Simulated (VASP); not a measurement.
# Al4Cu in VASP: notebook, part 2 of 2

VASP 6.6.1.

## Step 4: Single point, PBE

This run uses another cell than the first one: it holds 10 atoms, not 5.

Input file INCAR:

```
PREC     = Accurate       # precision mode
ENCUT    = 520            # plane-wave cutoff, eV
EDIFF    = 1E-7           # SCF threshold, eV
ISMEAR   = 0              # smearing method
SIGMA    = 0.2            # smearing width, eV
LREAL    = False          # projectors in reciprocal space
LASPH    = True           # aspherical terms in the spheres
NELM     = 100            # most SCF steps
ALGO     = Fast           # electronic algorithm
ISIF     = 2              # what is computed and relaxed
LWAVE    = False          # write WAVECAR
LCHARG   = True           # write CHGCAR
GGA      = PE             # functional
LELF     = True           # ELF
LVHAR    = True         
NBANDS   = 34             # bands
```

Input file KPOINTS:

```
Automatic mesh
0
Gamma
  6 6 6
```

Input file POSCAR:

```
Al4Cu
1.0
   -2.8365711514      2.8360560530      0.0009882552
    2.8341535741      2.8335859803     -0.0010356429
    1.4210337734     -1.4179340521     -9.5184908012
Al Cu
8 2
Direct
    0.4112136745      0.9999795085      0.8224799506
    0.9111927494      0.4999907664      0.8224759607
    0.8027518074      0.9999348756      0.6052872100
    0.3027618743      0.4999367096      0.6052839842
    0.1972351963      0.0001681620      0.3947073300
    0.6972223029      0.5001589526      0.3947154221
    0.5888117015     -0.0000241613      0.1775195218
    0.0888024136      0.4999768960      0.1775232353
    0.0000075992     -0.0000396000     -0.0000028241
    0.5000006808      0.4999178909      0.0000102096
```

Potentials or basis: VASP PAW PBE potentials, release 64 (Al, Cu).

Run with:

```console
cat potpaw_PBE.64/Al/POTCAR potpaw_PBE.64/Cu/POTCAR > POTCAR
mpirun -np 1 vasp_std > vasp.out
```

OUTCAR:

```text
PREC = Accurate
   ENCUT = 520
   EDIFF = 1E-7
   ISMEAR = 0
   LREAL = False
   LASPH = True
   NELM = 100
   ISIF = 2
   GGA = PE

 ion  position               nearest neighbor table
   1  0.411  1.000  0.822-  10 2.62  10 2.62   9 2.62   9 2.62   2 2.83   2 2.83   2 2.84   2 2.84
                             4 2.88   3 2.88   4 2.88   3 2.88
   2  0.911  0.500  0.822-   9 2.62   9 2.62  10 2.62  10 2.62   1 2.83   1 2.83   1 2.84   1 2.84
                             3 2.88   4 2.88   3 2.88   4 2.88
   3  0.803  1.000  0.605-   6 2.83   6 2.83   4 2.83   4 2.83   4 2.84   4 2.84   5 2.84   5 2.84
                             2 2.88   1 2.88   2 2.88   1 2.88
   4  0.303  0.500  0.605-   5 2.83   5 2.83   3 2.83   3 2.83   6 2.84   3 2.84   3 2.84   6 2.84
                             1 2.88   2 2.88   1 2.88   2 2.88
   5  0.197  0.000  0.395-   4 2.83   4 2.83   6 2.83   6 2.83   6 2.84   6 2.84   3 2.84   3 2.84
                             8 2.88   7 2.88   8 2.88   7 2.88
   6  0.697  0.500  0.395-   3 2.83   3 2.83   5 2.83   5 2.83   4 2.84   5 2.84   5 2.84   4 2.84
                             7 2.88   8 2.88   7 2.88   8 2.88
   7  0.589  1.000  0.178-  10 2.62  10 2.62   9 2.62   9 2.62   8 2.83   8 2.83   8 2.84   8 2.84
                             6 2.88   5 2.88   6 2.88   5 2.88
   8  0.089  0.500  0.178-   9 2.62   9 2.62  10 2.62  10 2.62   7 2.83   7 2.83   7 2.84   7 2.84
                             5 2.88   6 2.88   5 2.88   6 2.88
   9  0.000  1.000  1.000-   8 2.62   2 2.62   2 2.62   8 2.62   1 2.62   7 2.62   1 2.62   7 2.62

  10  0.500  0.500  0.000-   7 2.62   1 2.62   1 2.62   7 2.62   8 2.62   2 2.62   8 2.62   2 2.62

  LATTYP: Found a triclinic cell.
 ALAT       =     9.7278744386
 B/A-ratio  =     0.4123360480
 C/A-ratio  =     0.4119807726
 COS(alpha) =     0.0001910125
 COS(beta)  =     0.0004988321
 COS(gamma) =     0.2066020361

  Lattice vectors:

 A1 = (  -1.4210337734,   1.4179340521,   9.5184908012)
 A2 = (  -2.8365711514,   2.8360560530,   0.0009882552)
 A3 = (  -2.8341535741,  -2.8335859803,   0.0010356429)

[... 171 lines left out ...]
   LEPSILON=     F    determine dielectric tensor
   LRPA    =     F    only Hartree local field effects (RPA)
 non-spin polarized calculation
 RMM-DIIS sequential band-by-band and
 Gauss-broadening in eV      SIGMA  =   0.20
  energy-cutoff  :      520.00
  volume of cell :      153.01
 maximum number of plane-waves:      4175
 NGX is ok and might be reduce to    30

 number of electron      46.0000054 magnetization

 Free energy of the ion-electron system (eV)
  ---------------------------------------------------
  ext. energy  EPLUGINS =         0.00000000
  ---------------------------------------------------
  free energy    TOTEN  =       -38.19448419 eV

  energy without entropy =      -38.12897664  energy(sigma->0) =      -38.16173041

 E-fermi :   8.1755     XC(G=0): -10.6499

 val. band max:        8.1725933929   @ k =  -0.0000   0.1667   0.3333
 cond. band min:       8.1822128017   @ k =   0.3333   0.0000  -0.0000
 fundamental gap:      0.0096194088
 Fermi energy:         8.1754625160

 k-point     1 :       0.0000    0.0000    0.0000
  band No.  band energies     occupation
      1      -2.8884      2.00000
      2      -1.3494      2.00000
      3      -1.1398      2.00000
      4       2.9123      2.00000
      5       2.9645      2.00000
      6       3.5883      2.00000
[... 877 lines left out ...]
     33      12.0091      0.00000
     34      12.5214      0.00000

 [... further k-points ...]

------------------------ aborting loop because EDIFF is reached ----------------------------------------

  FORCE on cell =-STRESS in cart. coord.  units (eV):
  Direction    XX          YY          ZZ          XY          YZ          ZX
  --------------------------------------------------------------------------------------
  -------------------------------------------------------------------------------------
  Total        0.1423802      0.1587817      0.1582524     -0.0220929     -0.0014082      0.0175015
  in kB        1.4909075      1.6626517      1.6571100     -0.2313415     -0.0147459      0.1832633
  external PRESSURE =       1.6035564 kB  Pullay stress =       0.0000000 kB

 VOLUME and BASIS-vectors are now :
 -----------------------------------------------------------------------------
  energy-cutoff  :      520.00
  volume of cell :      153.01
      direct lattice vectors                 reciprocal lattice vectors
    -2.836571151  2.836056053  0.000988255    -0.176286275  0.176302369 -0.052581223
     2.834153574  2.833585980 -0.001035643     0.176421182  0.176453206  0.000052682
     1.421033773 -1.417934052 -9.518490801    -0.000037498 -0.000000894 -0.105064137

 POSITION                                       TOTAL-FORCE (eV/Angst)
 -----------------------------------------------------------------------------------
      2.83643      2.83353     -7.82940         0.000150      0.000022      0.032061
      0.00115      2.83474     -7.82835        -0.000303      0.000369      0.031875
      1.41704      4.25179     -5.76166         0.000587      0.000017     -0.001866
      1.41822      1.41701     -5.76161         0.000939     -0.000420     -0.002028
      0.00190      0.00018     -3.75682        -0.000898     -0.000220      0.001717
      0.00071      2.83492     -3.75692        -0.001099      0.000317      0.002032
      1.41614      4.25171     -1.69017         0.000014     -0.000551     -0.032191
      1.41738      1.41686     -1.69018         0.000086     -0.000195     -0.032022
      4.25505      1.41557     -9.51950         0.000042      0.000107     -0.000068
     -0.00143      2.83458     -0.00012         0.000482      0.000556      0.000490
 -----------------------------------------------------------------------------------
    total drift:                                0.000024      0.000020      0.000010

  FREE ENERGIE OF THE ION-ELECTRON SYSTEM (eV)
  ---------------------------------------------------
  free  energy   TOTEN  =       -38.1944841891 eV

  energy  without entropy=      -38.1289766375  energy(sigma->0) =      -38.16173041
```

OSZICAR:

```text
N       E                     dE             d eps       ncg     rms          rms(c)
DAV:   1     0.243104141550E+03    0.24310E+03   -0.17365E+04  7616   0.133E+03
DAV:   2    -0.244403888640E+02   -0.26754E+03   -0.25219E+03  7664   0.283E+02
DAV:   3    -0.432398742134E+02   -0.18799E+02   -0.17149E+02 10572   0.878E+01
[... 16 lines left out ...]
RMM:  20    -0.381944973319E+02   -0.38739E-05   -0.40256E-06  9215   0.195E-02    0.292E-02
RMM:  21    -0.381944885860E+02    0.87458E-05   -0.14184E-05  9676   0.388E-02    0.526E-02
RMM:  22    -0.381944893162E+02   -0.73017E-06   -0.18797E-06  9054   0.113E-02    0.697E-02
RMM:  23    -0.381944841464E+02    0.51699E-05   -0.91248E-06 11582   0.120E-02    0.134E-02
RMM:  24    -0.381944841891E+02   -0.42768E-07   -0.73853E-07  8210   0.697E-03
   1 F= -.38194484E+02 E0= -.38161730E+02  d E =-.655076E-01
```

stdout:

```text
POSCAR found type information on POSCAR AlCu
 POSCAR found :  2 types and      10 ions
 scaLAPACK will be used
 LDA part: xc-table for (Slater+PW92), standard interpolation
 POSCAR, INCAR and KPOINTS ok, starting setup
 FFT: planning ... GRIDC
 FFT: planning ... GRID_SOFT
 FFT: planning ... GRID
 WAVECAR not read
 entering main loop
```

It took 8.9 min on 1 thread of Intel Xeon 6975P-C (Granite Rapids), shared host; peak memory 0.55 GiB.

What came out:

```
Free energy            : -38.1945 eV
Pressure               : 0.2 GPa
Largest force          : 0.032 eV/Å
Band gap on the k mesh : zero (bands 23 and 24 overlap by 3.44 eV)
```

Forces in eV/Å, atoms in the order of the input:
```
Al   0.000  0.000  0.032
Al   0.000  0.000  0.032
Al   0.001  0.000 -0.002
Al   0.001  0.000 -0.002
Al  -0.001  0.000  0.002
Al  -0.001  0.000  0.002
Al   0.000 -0.001 -0.032
Al   0.000  0.000 -0.032
Cu   0.000  0.000  0.000
Cu   0.000  0.001  0.000
```

Levels at points of the mesh, in eV from the Fermi level:
| k point | band 21 | band 22 | band 23 | band 24 | band 25 | band 26 |
| --- | --- | --- | --- | --- | --- | --- |
| (0.00, 0.00, 0.00) | -0.95 | -0.76 | 0.08 | 0.10 | 1.07 | 1.24 |
| (0.50, 0.00, 0.00) | -0.32 | -0.31 | 0.69 | 0.69 | 1.26 | 1.26 |
| (0.00, 0.50, 0.00) | -0.21 | -0.21 | 0.39 | 0.39 | 1.33 | 1.33 |
| (0.50, 0.50, 0.00) | -2.27 | -2.27 | -1.74 | -1.74 | -0.63 | -0.62 |
| (0.00, 0.00, 0.50) | -0.97 | -0.77 | 0.09 | 0.10 | 0.36 | 1.08 |
| (0.50, 0.00, 0.50) | -0.32 | -0.32 | 0.69 | 0.69 | 1.26 | 1.26 |
| (0.00, 0.50, 0.50) | 0.76 | 0.76 | 1.06 | 1.06 | 1.13 | 1.13 |
| (0.50, 0.50, 0.50) | -2.27 | -2.27 | -1.74 | -1.73 | -0.62 | -0.62 |

## Step 5: Summary

```tsv
cell	k mesh	smearing	gap on the mesh (eV)	pressure (GPa)	largest force (eV/Å)
a = 9.764 Å, angles 163.3, 163.3, 23.7°, 5 atoms, atomic positions A	8 × 8 × 8	gaussian 0.1 eV	none	0.4	0.24
a = 4.007, b = 4.007, c = 9.764 Å, angles 90.0, 101.8, 90.0°, 10 atoms, atomic positions B	6 × 6 × 6	gaussian 0.2 eV	none	-0.1	0.15
a = 4.011, b = 4.008, c = 9.728 Å, angles 90.0, 101.9, 90.0°, 10 atoms, atomic positions C	6 × 6 × 6	gaussian 0.2 eV	none	0.2	0.03
```

Alike in all rows: task single point; level PBE; potentials or basis VASP PAW PBE potentials, release 64 (Al, Cu); no spin polarisation; cutoff (eV) 520.

Absolute energies hang on the potentials; compare differences alone.

The gap in the log of VASP goes by the Fermi energy; the results here count the filled bands.